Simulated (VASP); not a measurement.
# MgSe5 (F-43m) in VASP: a series of runs

Runs on MgSe5. Level: PBE. Tasks: single point, relaxation of cell and atoms.

Program: VASP 6.6.1. These are calculated values, not measurements. Logs are shortened: lines on timing, memory, paths and dates and some standing lists are left out, and cuts for length are marked.

**1. The cell of the first run**

The structure is cubic, space group F-43m (No. 216). Conventional cell: a = 8.139 Å, b = 8.139 Å, c = 8.139 Å, α = 90.00°, β = 90.00°, γ = 90.00°. Mg (site symmetry -43m) has 16 Se at 3.38 to 3.52 Å within 4.4 Å. Se (site symmetry -43m) has 12 Se at 3.37 Å and 4 Mg at 3.52 Å within 4.4 Å. Se (site symmetry 3m) has 9 Se at 2.84 to 3.37 Å and 3 Mg at 3.38 Å within 3.7 Å.

The cell was built from a structure type or drawn by symmetry, and may not be a known phase.

**2. Single point, PBE**

File INCAR:

```
SYSTEM = MgSe5
  PREC = Accurate
  ENCUT = 520
  EDIFF = 1E-6
  ISMEAR = 0
  SIGMA = 0.1
  LREAL = .False.
  LASPH = .True.
  NELM = 80
  ALGO = Normal
  ISIF = 2
  LWAVE = .False.
  LCHARG = .True.
  GGA = PE
  LELF = .True.
  LVHAR = .True.
  NBANDS = 25
```

File KPOINTS:

```
Automatic mesh
0
Gamma
  4 4 4
  0 0 0
```

File POSCAR:

```
MgSe5
1.0
    0.0000000000      4.0696253077      4.0696253077
    4.0696253077      0.0000000000      4.0696253077
    4.0696253077      4.0696253077      0.0000000000
Mg Se
1 5
Direct
    0.0000000000      0.0000000000      0.0000000000
    0.7500000000      0.7500000000      0.7500000000
    0.3764769383      0.3764769383      0.8705691852
    0.3764769383      0.8705691852      0.3764769383
    0.8705691852      0.3764769383      0.3764769383
    0.3764769383      0.3764769383      0.3764769383
```

Potentials or basis: VASP PAW PBE potentials, release 64 (Mg, Se).

Launch:

```bash
$ cat potpaw_PBE.64/Mg/POTCAR potpaw_PBE.64/Se/POTCAR > POTCAR
$ mpirun -np 1 vasp_std > vasp.out
```

OUTCAR:

```text
SYSTEM = MgSe5
   PREC = Accurate
   ENCUT = 520
   EDIFF = 1E-6
   ISMEAR = 0
   LREAL = .False.
   LASPH = .True.
   NELM = 80
   ISIF = 2
   GGA = PE

 ion  position               nearest neighbor table
   1  0.000  0.000  0.000-
   2  0.750  0.750  0.750-
   3  0.376  0.376  0.871-
   4  0.376  0.871  0.376-
   5  0.871  0.376  0.376-
   6  0.376  0.376  0.376-

  LATTYP: Found a face centered cubic cell.
 ALAT       =     8.1392506154

  Lattice vectors:

 A1 = (   0.0000000000,   4.0696253077,   4.0696253077)
 A2 = (   4.0696253077,   0.0000000000,   4.0696253077)
 A3 = (   4.0696253077,   4.0696253077,   0.0000000000)

Analysis of symmetry for initial positions (statically):
=====================================================================
 Subroutine PRICEL returns:
 Original cell was already a primitive cell.

 Routine SETGRP: Setting up the symmetry group for a
 face centered cubic supercell.

 Subroutine GETGRP returns: Found 24 space group operations
 (whereof 24 operations were pure point group operations)
 out of a pool of 48 trial point group operations.

The static configuration has the point symmetry T_d .

Analysis of symmetry for dynamics (positions and initial velocities):
=====================================================================
 Subroutine PRICEL returns:
 Original cell was already a primitive cell.

 Routine SETGRP: Setting up the symmetry group for a
 face centered cubic supercell.

 Subroutine GETGRP returns: Found 24 space group operations
 (whereof 24 operations were pure point group operations)
 out of a pool of 48 trial point group operations.

The dynamic configuration has the point symmetry T_d .

 Subroutine INISYM returns: Found 24 space group operations
 (whereof 24 operations are pure point group operations),
 and found     1 'primitive' translations

----------------------------------------------------------------------------------------

                                     Primitive cell

  volume of cell :     134.8010

  direct lattice vectors                    reciprocal lattice vectors
     0.000000000  4.069625308  4.069625308    -0.122861434  0.122861434  0.122861434
[... 76 lines left out ...]
   NELM   =     80;   NELMIN=  2; NELMDL= -5     # of ELM steps
   EDIFF  = 0.1E-05   stopping-criterion for ELM
   LREAL  =      F    real-space projection
   EDIFFG = 0.1E-04   stopping-criterion for IOM
   NSW    =      0    number of steps for IOM
   IBRION =     -1    ionic relax: 0-MD 1-quasi-New 2-CG
   NFREE  =      0    steps in history (QN), initial steepest desc. (CG)
   ISIF   =      2    stress and relaxation
   ISYM   =      2    0-nonsym 1-usesym 2-fastsym
   POTIM  = 0.5000    time-step for ionic-motion
   TEBEG  =    0.0;   TEEND  =   0.0 temperature during run
   PSTRESS=    0.0 pullay stress
   NELECT =      32.0000    total number of electrons
   NUPDOWN=      -1.0000    fix difference up-down
   EMIN   =  10.00;   EMAX   =-10.00  energy-range for DOS
   EFERMI =   0.00;   METHOD = LEGACY
   ISMEAR =     0;   SIGMA  =   0.10  broadening in eV -4-tet -1-fermi 0-gaus
   EFERMI_NEDOS =   21; number of points for ismear=-14 and -15
   IALGO  =     38    algorithm
   IMIX   =      4    mixing-type and parameters
     AMIX     =   0.40;   BMIX     =  1.00
     AMIX_MAG =   1.60;   BMIX_MAG =  1.00
  volume/ion in A,a.u.               =      22.47       151.61
  Fermi-wavevector in a.u.,A,eV,Ry     =   1.013663  1.915546 13.980168  1.027513
  Thomas-Fermi vector in A             =   2.146845
   LORBIT       =      0    0 simple, 1 ext, 2 COOP (PROOUT), +10 PAW based schemes
   GGA     = PE    functional components
   LHFCALC =     F    Hartree Fock is set to
   AEXX    =    0.0000 exact exchange contribution
   IVDW    =     0    specifies the selected vdW correction
   LEPSILON=     F    determine dielectric tensor
   LRPA    =     F    only Hartree local field effects (RPA)
 non-spin polarized calculation
 Gauss-broadening in eV      SIGMA  =   0.10
  energy-cutoff  :      520.00
  volume of cell :      134.80
 maximum number of plane-waves:      3695
 NGX is ok and might be reduce to    48
   NGX = 21   NGY = 21   NGZ = 21

 number of electron      31.9999999 magnetization

 Free energy of the ion-electron system (eV)
  ---------------------------------------------------
  ext. energy  EPLUGINS =         0.00000000
  ---------------------------------------------------
  free energy    TOTEN  =       -16.11330811 eV

  energy without entropy =      -16.04470003  energy(sigma->0) =      -16.07900407

 E-fermi :   4.3936     XC(G=0):  -9.7731

 val. band max:        4.3915005688   @ k =   0.5000   0.2500   0.0000
 cond. band min:       4.4034700513   @ k =   0.2500   0.2500   0.0000
 fundamental gap:      0.0119694825
 Fermi energy:         4.3936308830

 k-point     1 :       0.0000    0.0000    0.0000
  band No.  band energies     occupation
      1     -11.4519      2.00000
      2      -7.8162      2.00000
      3      -7.8162      2.00000
      4      -7.8162      2.00000
      5      -7.2192      2.00000
      6      -3.2770      2.00000
[... 213 lines left out ...]
     24       9.9671      0.00000
     25      11.7507      0.00000

------------------------ aborting loop because EDIFF is reached ----------------------------------------

  FORCE on cell =-STRESS in cart. coord.  units (eV):
  Direction    XX          YY          ZZ          XY          YZ          ZX
  --------------------------------------------------------------------------------------
  -------------------------------------------------------------------------------------
  Total        0.1420658      0.1420658      0.1420658      0.0000000      0.0000000      0.0000000
  in kB        1.6885230      1.6885230      1.6885230      0.0000000      0.0000000      0.0000000
  external PRESSURE =       1.6885230 kB  Pullay stress =       0.0000000 kB

 VOLUME and BASIS-vectors are now :
 -----------------------------------------------------------------------------
  energy-cutoff  :      520.00
  volume of cell :      134.80
      direct lattice vectors                 reciprocal lattice vectors
     0.000000000  4.069625308  4.069625308    -0.122861434  0.122861434  0.122861434
     4.069625308  0.000000000  4.069625308     0.122861434 -0.122861434  0.122861434
     4.069625308  4.069625308  0.000000000     0.122861434  0.122861434 -0.122861434

 POSITION                                       TOTAL-FORCE (eV/Angst)
 -----------------------------------------------------------------------------------
      0.00000      0.00000      0.00000         0.000000      0.000000      0.000000
      6.10444      6.10444      6.10444         0.000000      0.000000     -0.000000
      5.07501      5.07501      3.06424        -0.004943     -0.004943      0.004943
      5.07501      3.06424      5.07501        -0.004943      0.004943     -0.004943
      3.06424      5.07501      5.07501         0.004943     -0.004943     -0.004943
      3.06424      3.06424      3.06424         0.004943      0.004943      0.004943
 -----------------------------------------------------------------------------------
    total drift:                               -0.000000     -0.000000     -0.000000

  FREE ENERGIE OF THE ION-ELECTRON SYSTEM (eV)
  ---------------------------------------------------
  free  energy   TOTEN  =       -16.1133081103 eV

  energy  without entropy=      -16.0447000336  energy(sigma->0) =      -16.07900407
```

Wall time 83 s (1 thread of Intel Xeon 8259CL, shared host); peak memory 0.31 GiB.

What came out:

```yaml
Free_energy: -16.1133 eV
Pressure: 0.2 GPa
Largest_force: 0.009 eV/Å
Band_gap_on_the_k_mesh: zero (bands 16 and 17 overlap by 1.28 eV)
```

Forces on the atoms (eV/Å):
```
Mg   0.000  0.000  0.000
Se   0.000  0.000  0.000
Se  -0.005 -0.005  0.005
Se  -0.005  0.005 -0.005
Se   0.005 -0.005 -0.005
Se   0.005  0.005  0.005
```

**3. Relaxation of cell and atoms, PBE**

This run uses another cell than the first one, of 26.47 Å³/atom.

File INCAR:

```
ALGO     = Normal         # electronic algorithm
EDIFF    = 1E-6           # SCF threshold, eV
EDIFFG   = -0.04          # ionic threshold
ENCUT    = 600            # plane-wave cutoff, eV
GGA      = PE             # functional
IBRION   = 2              # ionic algorithm
ISIF     = 3              # what is computed and relaxed
ISMEAR   = 0              # smearing method
LASPH    = True           # aspherical terms in the spheres
LCHARG   = False          # write CHGCAR
LREAL    = False          # projectors in reciprocal space
LWAVE    = False          # write WAVECAR
NELM     = 100            # most SCF steps
NSW      = 90             # ionic steps
PREC     = Accurate       # precision mode
SIGMA    = 0.1            # smearing width, eV
```

File KPOINTS:

```
k-points
0
Gamma
  4 4 4
```

File POSCAR:

```
MgSe5
1.0
    0.0000000000      4.2981067400      4.2981067400
    4.2981067400      0.0000000000      4.2981067400
    4.2981067400      4.2981067400      0.0000000000
Mg Se
1 5
Direct
    0.0000000000      0.0000000000      0.0000000000
    0.7500000000      0.7500000000      0.7500000000
    0.3750000000      0.3750000000      0.8750000000
    0.3750000000      0.8750000000      0.3750000000
    0.8750000000      0.3750000000      0.3750000000
    0.3750000000      0.3750000000      0.3750000000
```

Potentials or basis: VASP PAW PBE potentials, release 64 (Mg, Se).

Launch:

```bash
$ cat potpaw_PBE.64/Mg/POTCAR potpaw_PBE.64/Se/POTCAR > POTCAR
$ mpirun -np 1 vasp_std > vasp.out
```

It took 6.5 min on 1 thread of Intel Xeon 8259CL, shared host; peak memory 0.38 GiB.

The run converged. Its results:

```
Free energy                           : -16.1146 eV
Relaxed volume                        : 22.55 Å³/atom
Relaxed cell                          : a = 5.763 Å, b = 5.763 Å, c = 5.763 Å, α = 60.00°, β = 60.00°, γ = 60.00°
Space group after relaxing (to 0.1 Å) : F-43m (No. 216)
Energy gained by relaxing             : 88.5 meV/atom
Ionic steps                           : 7
Pressure after relaxing               : 0.0 GPa
Band gap on the k mesh                : zero (bands 16 and 17 overlap by 1.27 eV)
```

Step by step:
```csv
step,energy change (eV),largest force (eV/Å),pressure (GPa),volume (Å³)
1,0.0000,0.1025,-6.13,158.80
2,-0.5245,0.0960,-0.61,136.66
3,-0.5277,0.0912,-0.01,135.13
4,-0.5276,0.0899,0.16,134.68
5,-0.5292,0.0692,-0.01,135.13
6,-0.5301,0.0408,-0.24,135.77
7,-0.5310,0.0093,-0.05,135.32
```

Final structure:
```cif
data_structure
_symmetry_space_group_name_H-M 'P 1'
_symmetry_Int_Tables_number 1
_cell_length_a 5.7628
_cell_length_b 5.7628
_cell_length_c 5.7628
_cell_angle_alpha 60.000
_cell_angle_beta 60.000
_cell_angle_gamma 60.000
_cell_volume 135.32
loop_
_atom_site_label
_atom_site_type_symbol
_atom_site_fract_x
_atom_site_fract_y
_atom_site_fract_z
_atom_site_occupancy
Mg1 Mg 0.00000 0.00000 0.00000 1
Se1 Se 0.75000 0.75000 0.75000 1
Se2 Se 0.37652 0.37652 0.87043 1
Se3 Se 0.37652 0.87043 0.37652 1
Se4 Se 0.87043 0.37652 0.37652 1
Se5 Se 0.37652 0.37652 0.37652 1
```

Levels at points of the mesh, in eV from the Fermi level:
| k point | band 12 | band 13 | band 14 | band 15 | band 16 | band 17 | band 18 | band 19 |
| --- | --- | --- | --- | --- | --- | --- | --- | --- |
| (0.00, 0.00, 0.00) | -1.53 | -1.53 | -1.53 | -0.56 | 1.24 | 1.24 | 1.24 | 2.14 |
| (0.50, 0.00, 0.00) | -2.40 | -2.25 | -2.25 | -1.20 | 0.16 | 0.16 | 0.99 | 1.29 |
| (0.50, 0.50, 0.00) | -2.18 | -2.16 | -2.04 | -1.80 | -0.60 | -0.03 | -0.03 | 1.61 |
